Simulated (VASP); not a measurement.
Here is a VASP 6.6.1 calculation.

File INCAR:

```
PREC = Accurate
ENCUT = 600
EDIFF = 1E-6
ISMEAR = 0
SIGMA = 0.1
LREAL = False
LASPH = True
NELM = 120
ALGO = Normal
ISIF = 2
LWAVE = False
LCHARG = True
GGA = B5
ALDAX = 1.0
AGGAX = 1.0
AGGAC = 1.0
ALDAC = 0.0
LELF = True
LVHAR = True
NBANDS = 11
GGA_COMPAT = False
```

File KPOINTS:

```
regular mesh
0
Gamma
  4 4 4
```

Contents of POSCAR:

```
BeTe
1.0
    0.0000000000      2.8314587876      2.8314587876
    2.8314587876      0.0000000000      2.8314587876
    2.8314587876      2.8314587876      0.0000000000
Be Te
1 1
Direct
    0.0000000000      0.0000000000      0.0000000000
    0.7500000000      0.7500000000      0.7500000000
```

Potentials or basis: VASP PAW PBE potentials, release 64 (Be, Te).

The run is started by

```sh
$ cat potpaw_PBE.64/Be/POTCAR potpaw_PBE.64/Te/POTCAR > POTCAR
$ mpirun -np 1 vasp_std > vasp.out
```

Q: Predict the pressure.

A: 3.2 GPa.

Q: Estimate the band gap on the k mesh.

A: 2.26 eV, indirect (least direct gap 3.72 eV).

Caveat: the k points lie up to 0.48 Å⁻¹ apart; the PAW data sets were made with another functional, which shifts forces and pressure a little; spin-orbit coupling is left out, which moves the levels of the heavy elements. A k mesh can miss the band edges.
